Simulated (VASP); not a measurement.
# Au (P6_3/mmc) in VASP: further runs

Au is run at these levels: PBEsol; tasks: single point.

Everything below comes from runs of VASP 6.6.1. Logs are shortened: lines on timing, memory, paths and dates and some standing lists are left out, and cuts for length are marked.

## (1) The cell of the first run

Symmetry: P6_3/mmc, No. 194, hexagonal system. Conventional cell: a = 2.890 Å, b = 2.890 Å, c = 4.864 Å, α = 90.00°, β = 90.00°, γ = 120.00°. Au (site symmetry -6m2) has 12 Au at 2.89 to 2.95 Å within 3.8 Å.

## (2) Single point, PBEsol (volume scaled by 0.99)

File INCAR:

```
SYSTEM = Au
PREC = Accurate
ENCUT = 520
EDIFF = 1E-6
ISMEAR = -1
SIGMA = 0.03
LREAL = .FALSE.
LASPH = .TRUE.
NELM = 60
ALGO = Normal
ISIF = 2
LWAVE = .FALSE.
LCHARG = .TRUE.
GGA = PS
LELF = .TRUE.
LVHAR = .TRUE.
NBANDS = 18
```

File KPOINTS:

```
Automatic mesh
0
G
  14 14 8
  0 0 0
```

File POSCAR:

```
Au
1.0
    2.8902993466      0.0000000000      0.0000000000
   -1.4451496733      2.5030726588      0.0000000000
    0.0000000000      0.0000000000      4.8636788079
Au
2
Direct
    0.3333333333      0.6666666667      0.7500000000
    0.6666666667      0.3333333333      0.2500000000
```

Potentials or basis: VASP PAW PBE potentials, release 64 (Au).

Command:

```sh
$ cat potpaw_PBE.64/Au/POTCAR > POTCAR
$ mpirun -np 1 vasp_std > vasp.out
```

OUTCAR:

```text
SYSTEM = Au
   PREC = Accurate
   ENCUT = 520
   EDIFF = 1E-6
   ISMEAR = -1
   LREAL = .FALSE.
   LASPH = .TRUE.
   NELM = 60
   ISIF = 2
   GGA = PS

 ion  position               nearest neighbor table
   1  0.333  0.667  0.750-   2 2.95   2 2.95   2 2.95   2 2.95   2 2.95   2 2.95
   2  0.667  0.333  0.250-   1 2.95   1 2.95   1 2.95   1 2.95   1 2.95   1 2.95

  LATTYP: Found a hexagonal cell.
 ALAT       =     2.8902993466
 C/A-ratio  =     1.6827595431

  Lattice vectors:

 A1 = (   2.8902993466,   0.0000000000,   0.0000000000)
 A2 = (  -1.4451496733,   2.5030726588,   0.0000000000)
 A3 = (   0.0000000000,   0.0000000000,   4.8636788079)

Analysis of symmetry for initial positions (statically):
=====================================================================
 Subroutine PRICEL returns:
 Original cell was already a primitive cell.

 Routine SETGRP: Setting up the symmetry group for a
 hexagonal supercell.

 Subroutine GETGRP returns: Found 24 space group operations
 (whereof 12 operations were pure point group operations)
 out of a pool of 24 trial point group operations.

The static configuration has the point symmetry D_3d.
 The point group associated with its full space group is D_6h.

Analysis of symmetry for dynamics (positions and initial velocities):
=====================================================================
 Subroutine PRICEL returns:
 Original cell was already a primitive cell.

 Routine SETGRP: Setting up the symmetry group for a
 hexagonal supercell.

 Subroutine GETGRP returns: Found 24 space group operations
 (whereof 12 operations were pure point group operations)
 out of a pool of 24 trial point group operations.

The dynamic configuration has the point symmetry D_3d.
 The point group associated with its full space group is D_6h.

 Subroutine INISYM returns: Found 24 space group operations
 (whereof 12 operations are pure point group operations),
 and found     1 'primitive' translations

----------------------------------------------------------------------------------------

                                     Primitive cell

  volume of cell :      35.1869

  direct lattice vectors                    reciprocal lattice vectors
     2.890299347  0.000000000  0.000000000     0.345984924  0.199754489  0.000000000
    -1.445149673  2.503072659  0.000000000     0.000000000  0.399508978  0.000000000
     0.000000000  0.000000000  4.863678808     0.000000000  0.000000000  0.205605682

  length of vectors
     2.890299347  2.890299347  4.863678808     0.399508978  0.399508978  0.205605682

  position of ions in fractional coordinates (direct lattice)
     0.333333333  0.666666667  0.750000000
     0.666666667  0.333333333  0.250000000

  ion indices of the primitive-cell ions
   primitive index   ion index
                 1           1
                 2           2

----------------------------------------------------------------------------------------

 KPOINTS: Automatic mesh

Automatic generation of k-mesh.
 Grid dimensions read from file:
 generate k-points for:   14   14    8

 Generating k-lattice:

  Cartesian coordinates                     Fractional coordinates (reciprocal lattice)
     0.024713209  0.014268178  0.000000000     0.071428571 -0.000000000  0.000000000
     0.000000000  0.028536356  0.000000000     0.000000000  0.071428571  0.000000000
     0.000000000  0.000000000  0.025700710     0.000000000  0.000000000  0.125000000

  Length of vectors
     0.028536356  0.028536356  0.025700710

  Shift w.r.t. Gamma in fractional coordinates (k-lattice)
     0.000000000  0.000000000  0.000000000

 Subroutine IBZKPT returns following result:
 ===========================================

 Found    120 irreducible k-points:

 Following reciprocal coordinates:
            Coordinates               Weight
  0.000000  0.000000  0.000000      1.000000
  0.071429  0.000000  0.000000      6.000000
  0.142857  0.000000  0.000000      6.000000
  0.214286  0.000000  0.000000      6.000000
  0.285714  0.000000  0.000000      6.000000
  0.357143  0.000000  0.000000      6.000000
[... 16 lines left out ...]
  0.285714  0.285714  0.000000      6.000000
  0.357143  0.285714  0.000000      6.000000
 [... further k-points ...]
   k-points           NKPTS =    120   k-points in BZ     NKDIM =    120   number of bands    NBANDS=     18
   number of dos      NEDOS =    301   number of ions     NIONS =      2
   total plane-waves  NPLWV =  20736
   dimension x,y,z NGX =    24 NGY =   24 NGZ =   36
   dimension x,y,z NGXF=    48 NGYF=   48 NGZF=   72
   ions per type =               2
   NGX,Y,Z   is equivalent  to a cutoff of  13.80, 13.80, 12.31 a.u.
   NGXF,Y,Z  is equivalent  to a cutoff of  27.61, 27.61, 24.61 a.u.
 SYSTEM =  Au
   PREC   = accura    normal or accurate (medium, high low for compatibility)
   ISTART =      0    job   : 0-new  1-cont  2-samecut
   ICHARG =      2    charge: 1-file 2-atom 10-const
   ISPIN  =      1    spin polarized calculation?
   LNONCOLLINEAR =      F non collinear calculations
   LSORBIT =      F    spin-orbit coupling
   LASPH  =      T    aspherical Exc in radial PAW
   ENCUT  =  520.0 eV  38.22 Ry    6.18 a.u.   5.37  5.37  9.04*2*pi/ulx,y,z
   NELM   =     60;   NELMIN=  2; NELMDL= -5     # of ELM steps
   EDIFF  = 0.1E-05   stopping-criterion for ELM
   LREAL  =      F    real-space projection
   EDIFFG = 0.1E-04   stopping-criterion for IOM
   NSW    =      0    number of steps for IOM
   IBRION =     -1    ionic relax: 0-MD 1-quasi-New 2-CG
   NFREE  =      0    steps in history (QN), initial steepest desc. (CG)
   ISIF   =      2    stress and relaxation
   ISYM   =      2    0-nonsym 1-usesym 2-fastsym
   POTIM  = 0.5000    time-step for ionic-motion
   TEBEG  =    0.0;   TEEND  =   0.0 temperature during run
   PSTRESS=    0.0 pullay stress
   NELECT =      22.0000    total number of electrons
   NUPDOWN=      -1.0000    fix difference up-down
   EMIN   =  10.00;   EMAX   =-10.00  energy-range for DOS
   EFERMI =   0.00;   METHOD = LEGACY
   ISMEAR =    -1;   SIGMA  =   0.03  broadening in eV -4-tet -1-fermi 0-gaus
   EFERMI_NEDOS =   21; number of points for ismear=-14 and -15
   IALGO  =     38    algorithm
   IMIX   =      4    mixing-type and parameters
     AMIX     =   0.40;   BMIX     =  1.00
     AMIX_MAG =   1.60;   BMIX_MAG =  1.00
  volume/ion in A,a.u.               =      17.59       118.73
  Fermi-wavevector in a.u.,A,eV,Ry     =   1.399873  2.645377 26.662585  1.959645
  Thomas-Fermi vector in A             =   2.522890
   LORBIT       =      0    0 simple, 1 ext, 2 COOP (PROOUT), +10 PAW based schemes
   GGA     = PS    functional components
   LHFCALC =     F    Hartree Fock is set to
   AEXX    =    0.0000 exact exchange contribution
   IVDW    =     0    specifies the selected vdW correction
   LEPSILON=     F    determine dielectric tensor
   LRPA    =     F    only Hartree local field effects (RPA)
 non-spin polarized calculation
  energy-cutoff  :      520.00
  volume of cell :       35.19
 maximum number of plane-waves:       967
 NGX is ok and might be reduce to    24
   NGX = 11   NGY = 11   NGZ = 19

 number of electron      22.0000003 magnetization

 Free energy of the ion-electron system (eV)
  ---------------------------------------------------
  ext. energy  EPLUGINS =         0.00000000
  ---------------------------------------------------
  free energy    TOTEN  =        -7.80432693 eV

  energy without entropy =       -7.80037184  energy(sigma->0) =       -7.80234939

 E-fermi :   8.7288     XC(G=0): -12.6961

 val. band max:        8.7271022655   @ k =   0.3571   0.1429   0.2500
 cond. band min:       8.7446300046   @ k =   0.5000   0.0000   0.2500
 fundamental gap:      0.0175277391
 Fermi energy:         8.7288237006

 k-point     1 :       0.0000    0.0000    0.0000
  band No.  band energies     occupation
      1      -0.8334      2.00000
      2       1.6119      2.00000
      3       4.0606      2.00000
      4       4.3421      2.00000
      5       4.3421      2.00000
      6       4.6362      2.00000
[... 10 lines left out ...]
     17      26.9359      0.00000
     18      26.9359      0.00000

 k-point     2 :       0.0714    0.0000    0.0000
  band No.  band energies     occupation
      1      -0.6754      2.00000
      2       1.7429      2.00000
      3       4.0106      2.00000
      4       4.3810      2.00000
      5       4.4463      2.00000
      6       4.5816      2.00000
[... 10 lines left out ...]
     17      26.0930      0.00000
     18      26.4322      0.00000

 k-point     3 :       0.1429    0.0000    0.0000
  band No.  band energies     occupation
      1      -0.2184      2.00000
      2       2.0921      2.00000
      3       3.8606      2.00000
      4       4.3762      2.00000
      5       4.6234      2.00000
      6       4.7365      2.00000
[... 10 lines left out ...]
     17      25.1312      0.00000
     18      26.4625      0.00000

 k-point     4 :       0.2143    0.0000    0.0000
  band No.  band energies     occupation
      1       0.4748      2.00000
      2       2.4685      2.00000
      3       3.7832      2.00000
      4       4.0620      2.00000
      5       4.2115      2.00000
      6       4.8908      2.00000
[... 375 lines left out ...]
      4       4.1480      2.00000
      5       4.1868      2.00000
      6       4.4256      2.00000
[... 10 lines left out ...]
     17      20.5492      0.00000
     18      21.7376      0.00000

 k-point    23 :       0.2857    0.2857    0.0000
  band No.  band energies     occupation
      1       2.8408      2.00000
      2       3.0791      2.00000
      3       3.3424      2.00000
      4       3.7850      2.00000
      5       4.0939      2.00000
      6       4.4202      2.00000
[... 10 lines left out ...]
     17      20.2240      0.00000
     18      20.7622      0.00000

 k-point    24 :       0.3571    0.2857    0.0000
  band No.  band energies     occupation
      1       2.8183      2.00000
      2       3.2334      2.00000
      3       3.2860      2.00000
      4       3.9099      2.00000
      5       4.1554      2.00000
      6       4.2803      2.00000
[... 10 lines left out ...]
     17      19.6101      0.00000
     18      19.8309      0.00000

 [... further k-points ...]
[... 5 lines left out ...]
  --------------------------------------------------------------------------------------
  -------------------------------------------------------------------------------------
  Total       -1.1225085     -1.1225085     -1.2207183      0.0000000     -0.0000000      0.0000000
  in kB      -51.1115484    -51.1115484    -55.5833694      0.0000000     -0.0000000      0.0000000
  external PRESSURE =     -52.6021554 kB  Pullay stress =       0.0000000 kB

 VOLUME and BASIS-vectors are now :
 -----------------------------------------------------------------------------
  energy-cutoff  :      520.00
  volume of cell :       35.19
      direct lattice vectors                 reciprocal lattice vectors
     2.890299347  0.000000000  0.000000000     0.345984924  0.199754489  0.000000000
    -1.445149673  2.503072659  0.000000000     0.000000000  0.399508978  0.000000000
     0.000000000  0.000000000  4.863678808     0.000000000  0.000000000  0.205605682

 POSITION                                       TOTAL-FORCE (eV/Angst)
 -----------------------------------------------------------------------------------
     -0.00000      1.66872      3.64776         0.000000      0.000000      0.000000
      1.44515      0.83436      1.21592        -0.000000      0.000000      0.000000
 -----------------------------------------------------------------------------------
    total drift:                               -0.000000      0.000000     -0.000000

  FREE ENERGIE OF THE ION-ELECTRON SYSTEM (eV)
  ---------------------------------------------------
  free  energy   TOTEN  =        -7.8043269333 eV

  energy  without entropy=       -7.8003718441  energy(sigma->0) =       -7.80234939
```

Run time: 20 s. Hardware: 1 thread of Intel Xeon 6975P-C (Granite Rapids), shared host; peak memory 0.19 GiB.

Results:

```yaml
Free_energy: -7.8043 eV
Pressure: -5.3 GPa
Band_gap_on_the_k_mesh: zero (band 11 reaches 12.53 eV, above the bottom of band 12 at 6.17 eV)
```

Stress tensor (GPa, compression positive):
```
-5.11  0.00  0.00
 0.00 -5.11  0.00
 0.00  0.00 -5.56
```

Caveat: the PAW data sets were made with another functional, which shifts forces and pressure a little; spin-orbit coupling is left out, which moves the levels of the heavy elements.

## (3) Single point, PBEsol (zz strain of +2 %)

Changes to INCAR since step 2:

```diff
@@ -8,3 +8,3 @@
 LASPH = .TRUE.
-NELM = 60
+NELM = 80
 ALGO = Normal
```

KPOINTS is that of step 2.

File POSCAR:

```
Au
1.0
    2.8999984104      0.0000000000      0.0000000000
   -1.4499992052      2.5114722944      0.0000000000
    0.0000000000      0.0000000000      4.9776000000
Au
2
Direct
    0.3333333333      0.6666666667      0.7500000000
    0.6666666667      0.3333333333      0.2500000000
```

Potentials or basis: VASP PAW PBE potentials, release 64 (Au).

Command:

```sh
$ cat potpaw_PBE.64/Au/POTCAR > POTCAR
$ mpirun -np 1 vasp_std > vasp.out
```

Wall time 19 s (1 thread of Intel Xeon 6975P-C (Granite Rapids), shared host); peak memory 0.2 GiB.

Results (log left out):

```yaml
Free_energy: -7.7573 eV
Pressure: -8.8 GPa
Band_gap_on_the_k_mesh: zero (band 11 reaches 12.01 eV, above the bottom of band 12 at 5.77 eV)
```

Stress tensor (GPa, compression positive):
```
-8.72  0.00  0.00
 0.00 -8.72  0.00
 0.00  0.00 -8.94
```

Levels at points of the mesh, in eV from the Fermi level:
```tsv
k point	band 9	band 10	band 11	band 12	band 13	band 14
(0.00, 0.00, 0.00)	-3.25	-2.11	-2.11	-1.06	2.11	14.69
(0.50, 0.00, 0.00)	-1.76	-1.62	0.40	1.52	5.40	6.77
(0.00, 0.00, 0.50)	-2.52	-2.52	-2.52	-2.52	9.71	9.71
(0.50, 0.00, 0.50)	-1.68	-1.68	0.55	0.55	3.68	3.68
```

Caveat: the cell differs from its parent crystal (zz strain of +2 %); the PAW data sets were made with another functional, which shifts forces and pressure a little; spin-orbit coupling is left out, which moves the levels of the heavy elements.

## (4) Single point, PBEsol (volume scaled by 1.02)

File INCAR:

```
  PREC = Accurate
  ENCUT = 520
  EDIFF = 1E-7
  ISMEAR = -1
  SIGMA = 0.03
  LREAL = F
  LASPH = T
  NELM = 60
  ALGO = Normal
  ISIF = 2
  LWAVE = F
  LCHARG = F
  GGA = PS
  NBANDS = 18
```

File KPOINTS:

```
regular mesh
0
Gamma
  14 14 8
```

File POSCAR:

```
Au
1.0
    2.9192042576      0.0000000000      0.0000000000
   -1.4596021288      2.5281050460      0.0000000000
    0.0000000000      0.0000000000      4.9123188226
Au
2
Direct
    0.3333333333      0.6666666667      0.7500000000
    0.6666666667      0.3333333333      0.2500000000
```

Command:

```sh
$ cat potpaw_PBE.64/Au/POTCAR > POTCAR
$ mpirun -np 1 vasp_std > vasp.out
```

It took 30 s on 1 thread of Intel Xeon 6975P-C (Granite Rapids), shared host; peak memory 0.2 GiB.

Results (log left out):

```
Free energy            : -7.7573 eV
Pressure               : -9.0 GPa
Band gap on the k mesh : zero (band 11 reaches 11.94 eV, above the bottom of band 12 at 5.76 eV)
```

Levels at points of the mesh, in eV from the Fermi level:
```csv
k point,band 7,band 8,band 9,band 10,band 11,band 12,band 13,band 14,band 15,band 16
"(0.00, 0.00, 0.00)",-3.96,-3.31,-3.31,-2.08,-2.08,-0.91,2.37,14.61,15.62,16.69
"(0.50, 0.00, 0.00)",-3.42,-1.88,-1.79,-1.63,0.37,1.45,5.55,6.89,7.05,10.16
"(0.00, 0.00, 0.50)",-4.27,-4.27,-2.50,-2.50,-2.50,-2.50,10.16,10.16,14.88,14.88
"(0.50, 0.00, 0.50)",-2.28,-2.28,-1.70,-1.70,0.56,0.56,3.66,3.66,12.90,12.90
```

Caveat: the PAW data sets were made with another functional, which shifts forces and pressure a little; spin-orbit coupling is left out, which moves the levels of the heavy elements.

[end of part 1 of 2]
